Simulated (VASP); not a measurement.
# TiO2 (I4_1/amd) in VASP: further runs, part 2 of 3

VASP 6.6.1.

### 4 Single point, PBE+U (c/a of the conventional cell at fixed volume 2.9036)

INCAR reads:

```
SYSTEM = TiO2
PREC = Accurate
ENCUT = 520
EDIFF = 1E-6
ISMEAR = 0
SIGMA = 0.05
LREAL = .False.
LASPH = .True.
NELM = 150
ALGO = Normal
ISIF = 2
LWAVE = .False.
LCHARG = .False.
LMAXMIX = 4
LDAU = .True.
LDAUTYPE = 2
LDAUL = 2 -1
LDAUU = 4 0
LDAUJ = 0 0
LDAUPRINT = 1
GGA = PE
NBANDS = 33
```

KPOINTS reads:

```
Automatic mesh
0
Gamma
  8 8 8
  0 0 0
```

POSCAR reads:

```
TiO2
1.0
   -1.8306501367      1.8306501367      5.3154757370
    1.8306501367     -1.8306501367      5.3154757370
    1.8306501367      1.8306501367     -5.3154757370
Ti O
2 4
Direct
    0.0000000000      0.0000000000      0.0000000000
    0.7500000000      0.2500000000      0.5000000000
    0.2052277854      0.2052277854      0.0000000000
    0.9552277854      0.4552277854      0.5000000000
    0.5447722146      0.0447722146      0.5000000000
    0.7947722146      0.7947722146      0.0000000000
```

Potentials or basis: VASP PAW PBE potentials, release 64 (Ti_sv, O).

Launch:

```sh
$ cat potpaw_PBE.64/Ti_sv/POTCAR potpaw_PBE.64/O/POTCAR > POTCAR
$ mpirun -np 1 vasp_std > vasp.out
```

OUTCAR:

```text
SYSTEM = TiO2
   PREC = Accurate
   ENCUT = 520
   EDIFF = 1E-6
   ISMEAR = 0
   LREAL = .False.
   LASPH = .True.
   NELM = 150
   ISIF = 2
   GGA = PE

 ion  position               nearest neighbor table
   1  0.000  0.000  0.000-   5 1.89   4 1.89   5 1.89   4 1.89   3 2.18   6 2.18
   2  0.750  0.250  0.500-   6 1.89   3 1.89   6 1.89   3 1.89   4 2.18   5 2.18
   3  0.205  0.205  0.000-   2 1.89   2 1.89   1 2.18
   4  0.955  0.455  0.500-   1 1.89   1 1.89   2 2.18
   5  0.545  0.045  0.500-   1 1.89   1 1.89   2 2.18
   6  0.795  0.795  0.000-   2 1.89   2 1.89   1 2.18

[... 1143 lines left out ...]
  -------------------------------------------------------------------------------------
  Total        7.3027816      7.3027816     -3.9497712      0.0000000      0.0000000      0.0000000
  in kB      164.2048799    164.2048799    -88.8115985      0.0000000      0.0000000      0.0000000
  external PRESSURE =      79.8660537 kB  Pullay stress =       0.0000000 kB

 VOLUME and BASIS-vectors are now :
 -----------------------------------------------------------------------------
  energy-cutoff  :      520.00
  volume of cell :       71.25
      direct lattice vectors                 reciprocal lattice vectors
    -1.830650137  1.830650137  5.315475737     0.000000000  0.273127011  0.094064958
     1.830650137 -1.830650137  5.315475737     0.273127011  0.000000000  0.094064958
     1.830650137  1.830650137 -5.315475737     0.273127011  0.273127011  0.000000000

 POSITION                                       TOTAL-FORCE (eV/Angst)
 -----------------------------------------------------------------------------------
      0.00000      0.00000      0.00000         0.000000      0.000000      0.000000
      0.00000      1.83065      2.65774         0.000000      0.000000     -0.000000
      0.00000      0.00000      2.18177        -0.000000      0.000000     -1.023863
     -0.00000      1.83065      4.83950         0.000000     -0.000000     -1.023863
      0.00000      1.83065      0.47597         0.000000     -0.000000      1.023863
      0.00000      0.00000      8.44918        -0.000000      0.000000      1.023863
 -----------------------------------------------------------------------------------
    total drift:                                0.000000      0.000000     -0.000000

  FREE ENERGIE OF THE ION-ELECTRON SYSTEM (eV)
  ---------------------------------------------------
  free  energy   TOTEN  =       -47.9724694904 eV

  energy  without entropy=      -47.9724694904  energy(sigma->0) =      -47.97246949
```

OSZICAR:

```text
N       E                     dE             d eps       ncg     rms          rms(c)
DAV:   1     0.666798103873E+03    0.66680E+03   -0.24159E+04  3894   0.167E+03
DAV:   2     0.298865454122E+02   -0.63691E+03   -0.59347E+03  4387   0.505E+02
DAV:   3    -0.625759907901E+02   -0.92463E+02   -0.91245E+02  5387   0.189E+02
DAV:   4    -0.673327352566E+02   -0.47567E+01   -0.47439E+01  5937   0.410E+01
DAV:   5    -0.675049178936E+02   -0.17218E+00   -0.17215E+00  5072   0.597E+00    0.323E+01
DAV:   6    -0.475404950923E+02    0.19964E+02   -0.84563E+01  5564   0.904E+01    0.964E+00
DAV:   7    -0.480645374225E+02   -0.52404E+00   -0.12446E+01  5192   0.247E+01    0.790E+00
DAV:   8    -0.479330440085E+02    0.13149E+00   -0.98158E-01  5613   0.943E+00    0.333E+00
DAV:   9    -0.479780095105E+02   -0.44966E-01   -0.33134E-01  4968   0.375E+00    0.117E+00
DAV:  10    -0.479791107250E+02   -0.11012E-02   -0.68019E-02  5417   0.164E+00    0.853E-01
DAV:  11    -0.479727501627E+02    0.63606E-02   -0.21374E-02  5231   0.189E+00    0.126E-01
DAV:  12    -0.479726511667E+02    0.98996E-04   -0.29023E-03  5135   0.601E-01    0.128E-01
DAV:  13    -0.479724602697E+02    0.19090E-03   -0.43053E-04  5927   0.206E-01    0.130E-02
DAV:  14    -0.479724687748E+02   -0.85051E-05   -0.60257E-05  5348   0.508E-02    0.149E-02
DAV:  15    -0.479724694904E+02   -0.71560E-06   -0.60626E-06  4644   0.163E-02
   1 F= -.47972469E+02 E0= -.47972469E+02  d E =-.539424E-29
```

stdout:

```text
POSCAR found type information on POSCAR TiO
 POSCAR found :  2 types and       6 ions
 scaLAPACK will be used
 LDA part: xc-table for (Slater+PW92), standard interpolation
 POSCAR, INCAR and KPOINTS ok, starting setup
 FFT: planning ... GRIDC
 FFT: planning ... GRID_SOFT
 FFT: planning ... GRID
 WAVECAR not read
 entering main loop
```

It took 6.2 min on 1 thread of Intel Xeon 6975P-C, shared host; peak memory 0.38 GiB.

What came out:

```
Free energy            : -47.9725 eV
Pressure               : 8.0 GPa
Largest force          : 1.024 eV/Å
Band gap on the k mesh : 2.80 eV, indirect (least direct gap 3.15 eV)
```

Forces in eV/Å, atoms in the order of the input:
```
Ti   0.000  0.000  0.000
Ti   0.000  0.000  0.000
O    0.000  0.000 -1.024
O    0.000  0.000 -1.024
O    0.000  0.000  1.024
O    0.000  0.000  1.024
```

Stress tensor (GPa, compression positive):
```
16.42  0.00  0.00
 0.00 16.42  0.00
 0.00  0.00 -8.88
```

Eigenvalues of the final occupation matrices:
| site | spin | trace | eigenvalues |
| --- | --- | --- | --- |
| site 1 d | 1 | 0.82 | 0.11 0.11 0.12 0.19 0.28 |
| site 1 d | 2 | 0.82 | 0.11 0.11 0.12 0.19 0.28 |
| site 2 d | 1 | 0.82 | 0.11 0.11 0.12 0.19 0.28 |
| site 2 d | 2 | 0.82 | 0.11 0.11 0.12 0.19 0.28 |

Caveat: forces of over 1 eV/Å act on the atoms, so gaps and moduli don't describe the material at rest. A k mesh can miss the band edges.

### 5 Single point, PBE+U (c/a of the conventional cell at fixed volume 2.2204)

INCAR reads:

```
SYSTEM = TiO2
PREC     = Accurate       ! precision mode
ENCUT    = 520            ! plane-wave cutoff, eV
EDIFF    = 1E-7           ! SCF threshold, eV
ISMEAR   = 0              ! smearing method
SIGMA    = 0.05           ! smearing width, eV
LREAL    = .FALSE.        ! projectors in reciprocal space
LASPH    = .TRUE.         ! aspherical terms in the spheres
NELM     = 150            ! most SCF steps
ALGO     = Normal         ! electronic algorithm
ISIF     = 2              ! what is computed and relaxed
LWAVE    = .FALSE.        ! write WAVECAR
LCHARG   = .FALSE.        ! write CHGCAR
LMAXMIX  = 4              ! l up to which the mixer works
LDAU     = .TRUE.         ! DFT+U
LDAUTYPE = 2            
LDAUL    = 2 -1           ! shell
LDAUU    = 4 0            ! U, eV
LDAUJ    = 0 0          
LDAUPRINT= 1            
GGA      = PE             ! functional
NBANDS   = 33             ! bands
```

KPOINTS reads:

```
Automatic mesh
0
G
  8 8 8
  0 0 0
```

POSCAR reads:

```
TiO2
1.0
   -2.0018915300      2.0018915300      4.4449999531
    2.0018915300     -2.0018915300      4.4449999531
    2.0018915300      2.0018915300     -4.4449999531
Ti O
2 4
Direct
    0.0000000000      0.0000000000      0.0000000000
    0.7500000000      0.2500000000      0.5000000000
    0.1950026379      0.1950026379      0.0000000000
    0.9450026379      0.4450026379      0.5000000000
    0.5549973621      0.0549973621      0.5000000000
    0.8049973621      0.8049973621      0.0000000000
```

Potentials or basis: VASP PAW PBE potentials, release 64 (Ti_sv, O).

Launch:

```sh
$ cat potpaw_PBE.64/Ti_sv/POTCAR potpaw_PBE.64/O/POTCAR > POTCAR
$ mpirun -np 1 vasp_std > vasp.out
```

OUTCAR:

```text
SYSTEM = TiO2
   PREC = Accurate
   ENCUT = 520
   EDIFF = 1E-7
   ISMEAR = 0
   LREAL = .FALSE.
   LASPH = .TRUE.
   NELM = 150
   ISIF = 2
   GGA = PE

 ion  position               nearest neighbor table
   1  0.000  0.000  0.000-   3 1.73   6 1.73   4 2.06   5 2.06   5 2.06   4 2.06
   2  0.750  0.250  0.500-   4 1.73   5 1.73   6 2.06   6 2.06   3 2.06   3 2.06
   3  0.195  0.195  0.000-   1 1.73   2 2.06   2 2.06
   4  0.945  0.445  0.500-   2 1.73   1 2.06   1 2.06
   5  0.555  0.055  0.500-   2 1.73   1 2.06   1 2.06
   6  0.805  0.805  0.000-   1 1.73   2 2.06   2 2.06

  LATTYP: Found a body centered tetragonal cell.
 ALAT       =     4.0037830600
 C/A-ratio  =     2.2203999999

  Lattice vectors:

 A1 = (  -2.0018915300,   2.0018915300,   4.4449999531)
 A2 = (   2.0018915300,  -2.0018915300,   4.4449999531)
 A3 = (   2.0018915300,   2.0018915300,  -4.4449999531)

Analysis of symmetry for initial positions (statically):
=====================================================================
 Subroutine PRICEL returns:
 Original cell was already a primitive cell.

 Routine SETGRP: Setting up the symmetry group for a
 body centered tetragonal supercell.

 Subroutine GETGRP returns: Found 16 space group operations
 (whereof  8 operations were pure point group operations)
 out of a pool of 16 trial point group operations.

The static configuration has the point symmetry D_2d.
 The point group associated with its full space group is D_4h.

Analysis of symmetry for dynamics (positions and initial velocities):
=====================================================================
 Subroutine PRICEL returns:
 Original cell was already a primitive cell.
[... 218 lines left out ...]
  o =  0.1361  v =  0.0000 -0.8123 -0.0000 -0.5833  0.0000  0.0000  0.0000  0.0000  0.0000  0.0000      0.0000  0.0000  0.0000  0.0000  0.0000  0.0000  0.0000  0.0000  0.0000  0.0000
  o =  0.1361  v =  0.0000  0.0000  0.0000  0.0000  0.0000  0.0000 -0.8123 -0.0000 -0.5833  0.0000      0.0000  0.0000  0.0000  0.0000  0.0000  0.0000  0.0000  0.0000  0.0000  0.0000
  o =  0.1831  v =  0.0000 -0.0000  0.0000  0.0000  1.0000  0.0000  0.0000  0.0000  0.0000  0.0000      0.0000  0.0000  0.0000  0.0000  0.0000  0.0000  0.0000  0.0000  0.0000  0.0000
  o =  0.1831  v =  0.0000  0.0000  0.0000  0.0000  0.0000  0.0000 -0.0000  0.0000  0.0000  1.0000      0.0000  0.0000  0.0000  0.0000  0.0000  0.0000  0.0000  0.0000  0.0000  0.0000
  o =  0.3662  v =  0.0000  0.0000  0.0000  0.0000  0.0000  0.0000 -0.0000  1.0000  0.0000  0.0000      0.0000  0.0000  0.0000  0.0000  0.0000  0.0000  0.0000  0.0000  0.0000  0.0000
  o =  0.3662  v =  0.0000 -0.0000  1.0000  0.0000  0.0000  0.0000  0.0000  0.0000  0.0000  0.0000      0.0000  0.0000  0.0000  0.0000  0.0000  0.0000  0.0000  0.0000  0.0000  0.0000

 number of electron      48.0000001 magnetization

 Free energy of the ion-electron system (eV)
  ---------------------------------------------------
  ext. energy  EPLUGINS =         0.00000000
  ---------------------------------------------------
  free energy    TOTEN  =       -45.96812423 eV

  energy without entropy =      -45.96812423  energy(sigma->0) =      -45.96812423

 E-fermi :   3.1326     XC(G=0): -10.3903

 val. band max:        2.9203784400   @ k =  -0.3750   0.3750   0.0000
 cond. band min:       5.9097254208   @ k =   0.0000   0.0000   0.0000
 fundamental gap:      2.9893469809
 Fermi energy:         3.1326222458

 k-point     1 :       0.0000    0.0000    0.0000
  band No.  band energies     occupation
      1     -53.9553      2.00000
      2     -53.8789      2.00000
      3     -30.6403      2.00000
      4     -30.1903      2.00000
      5     -30.1653      2.00000
      6     -30.1653      2.00000
[... 853 lines left out ...]
     32       9.6262      0.00000
     33      10.6421      0.00000

 [... further k-points ...]
[... 5 lines left out ...]
  --------------------------------------------------------------------------------------
  -------------------------------------------------------------------------------------
  Total        0.0542646      0.0542646     38.7361539      0.0000000      0.0000000     -0.0000000
  in kB        1.2201538      1.2201538    870.9921565      0.0000000      0.0000000     -0.0000000
  external PRESSURE =     291.1441547 kB  Pullay stress =       0.0000000 kB

 VOLUME and BASIS-vectors are now :
 -----------------------------------------------------------------------------
  energy-cutoff  :      520.00
  volume of cell :       71.25
      direct lattice vectors                 reciprocal lattice vectors
    -2.001891530  2.001891530  4.444999953     0.000000000  0.249763782  0.112485940
     2.001891530 -2.001891530  4.444999953     0.249763782  0.000000000  0.112485940
     2.001891530  2.001891530 -4.444999953     0.249763782  0.249763782  0.000000000

 POSITION                                       TOTAL-FORCE (eV/Angst)
 -----------------------------------------------------------------------------------
      0.00000      0.00000      0.00000         0.000000      0.000000      0.000000
      0.00000      2.00189      2.22250         0.000000      0.000000      0.000000
      0.00000      0.00000      1.73357        -0.000000      0.000000      6.286728
     -0.00000      2.00189      3.95607         0.000000     -0.000000      6.286728
      0.00000      2.00189      0.48893         0.000000     -0.000000     -6.286728
      0.00000      0.00000      7.15643        -0.000000      0.000000     -6.286728
 -----------------------------------------------------------------------------------
    total drift:                                0.000000     -0.000000      0.000000

  FREE ENERGIE OF THE ION-ELECTRON SYSTEM (eV)
  ---------------------------------------------------
  free  energy   TOTEN  =       -45.9681242285 eV

  energy  without entropy=      -45.9681242285  energy(sigma->0) =      -45.96812423
```

Wall time 4.5 min (1 thread of Intel Xeon 6975P-C, shared host); peak memory 0.3 GiB.

Results:

| Quantity | Value |
| --- | --- |
| Free energy | -45.9681 eV |
| Pressure | 29.1 GPa |
| Largest force | 6.287 eV/Å |
| Band gap on the k mesh | 2.99 eV, indirect (least direct gap 3.01 eV) |

Forces in eV/Å, atoms in the order of the input:
```
Ti   0.000  0.000  0.000
Ti   0.000  0.000  0.000
O    0.000  0.000  6.287
O    0.000  0.000  6.287
O    0.000  0.000 -6.287
O    0.000  0.000 -6.287
```

Levels at points of the mesh, in eV from the valence-band top:
```
           k point  band 22  band 23  band 24  band 25  band 26  band 27
(0.00, 0.00, 0.00)    -0.13    -0.02    -0.02     2.99     4.14     4.91
(0.50, 0.00, 0.00)    -0.74    -0.16    -0.16     3.81     4.44     4.52
(0.50, 0.50, 0.00)    -1.34    -0.10    -0.10     4.32     4.32     4.72
(0.50, 0.50, 0.50)    -0.76    -0.05    -0.05     3.53     3.53     4.92
```

Eigenvalues of the final occupation matrices:
```csv
site,spin,trace,eigenvalues
site 1 d,1,0.88,0.06 0.14 0.14 0.18 0.37
site 1 d,2,0.88,0.06 0.14 0.14 0.18 0.37
site 2 d,1,0.88,0.06 0.14 0.14 0.18 0.37
site 2 d,2,0.88,0.06 0.14 0.14 0.18 0.37
```

Caveat: forces of over 1 eV/Å act on the atoms, so gaps and moduli don't describe the material at rest. A k mesh can miss the band edges.

(Continued in part 3 of 3.)
